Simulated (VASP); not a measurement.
KBr, 2 atoms in the cell. The structure is tetragonal, space group I4mm (No. 107). Conventional cell: a = 4.667 Å, b = 4.667 Å, c = 6.600 Å, α = 90.00°, β = 90.00°, γ = 90.00°. Within 4.3 Å of K (site symmetry 4mm) lie 6 Br at 3.29 to 3.31 Å. Br (site symmetry 4mm) has 6 K at 3.29 to 3.31 Å within 4.3 Å. 

```yaml
Program: VASP 6.6.1
Task: single point
Functional: PBEsol
Potentials_or_basis: VASP PAW PBE potentials, release 64 (K_sv, Br)
Cutoff: 520 eV
k_mesh: 6 × 6 × 6
Occupations: gaussian, width 0.01 eV
Spin: no spin polarisation
Dipole_correction: no
Further_INCAR_settings: ALGO = Normal; EDIFF = 1e-07; NBANDS = 15
```

Potentials or basis: VASP PAW PBE potentials, release 64 (K_sv, Br).

Launch:

```bash
$ cat potpaw_PBE.64/K_sv/POTCAR potpaw_PBE.64/Br/POTCAR > POTCAR
$ mpirun -np 1 vasp_std > vasp.out
```

Hardware: 1 thread of Intel(R) Xeon(R) Platinum 8488C (Sapphire Rapids), with other jobs on the host.

Problem. How long does it take, and how much memory?

Solution. Run time: 25 s on 1 thread of Intel(R) Xeon(R) Platinum 8488C (Sapphire Rapids) (shared host), peak memory 0.21 GiB. Counts: scf iterations 13, k points 30.
